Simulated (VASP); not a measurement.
Input of a VASP 6.6.1 run:

The input INCAR:

```
PREC = Accurate
ENCUT = 600
EDIFF = 1E-6
ISMEAR = 0
SIGMA = 0.1
LREAL = False
LASPH = True
NELM = 60
ALGO = Normal
ISIF = 3
LWAVE = False
LCHARG = False
GGA = PE
IBRION = 2
NSW = 90
EDIFFG = -0.04
```

File KPOINTS:

```
Automatic mesh
0
Gamma
  3 3 6
```

POSCAR

```
In3B2As
1.0
    6.5108547548      0.0000000000      0.0000000000
   -3.2554273774      5.6385656180      0.0000000000
    0.0000000000      0.0000000000      3.2616732444
In B As
3 2 1
Direct
    0.5000000000      0.0000000000      0.5000000000
    0.0000000000      0.5000000000      0.5000000000
    0.5000000000      0.5000000000      0.5000000000
    0.3333333333      0.6666666667      0.0000000000
    0.6666666667      0.3333333333      0.0000000000
    0.0000000000      0.0000000000      0.0000000000
```

Potentials or basis: VASP PAW PBE potentials, release 64 (In_d, B, As).

Launch:

```console
$ cat potpaw_PBE.64/In_d/POTCAR potpaw_PBE.64/B/POTCAR potpaw_PBE.64/As/POTCAR > POTCAR
$ mpirun -np 1 vasp_std > vasp.out
```

Question: Estimate the relaxed cell.

Answer: a = 6.783 Å, b = 6.783 Å, c = 3.023 Å, α = 90.00°, β = 90.00°, γ = 120.00°.

Question: Estimate the relaxed volume.

Answer: 20.07 Å³/atom.

Question: Predict the space group after relaxing (to 0.05 Å).

Answer: P6/mmm (No. 191).

Question: What does it give for the band gap on the k mesh?

Answer: Zero (band 25 reaches 7.97 eV, above the bottom of band 26 at 5.76 eV).

Final structure:
```yaml
crystal:
  lattice:
    - [6.78264, 0.00000, 0.00000]
    - [-3.39132, 5.87394, 0.00000]
    - [0.00000, 0.00000, 3.02298]
  atoms:
    - { symbol: In, position: [0.50000, 0.00000, 0.50000] }
    - { symbol: In, position: [0.00000, 0.50000, 0.50000] }
    - { symbol: In, position: [0.50000, 0.50000, 0.50000] }
    - { symbol: B, position: [0.33333, 0.66667, 0.00000] }
    - { symbol: B, position: [0.66667, 0.33333, 0.00000] }
    - { symbol: As, position: [0.00000, 0.00000, 0.00000] }
```

Caveat: the k points lie up to 0.36 Å⁻¹ apart in the final cell; spin-orbit coupling is left out, which moves the levels of the heavy elements.
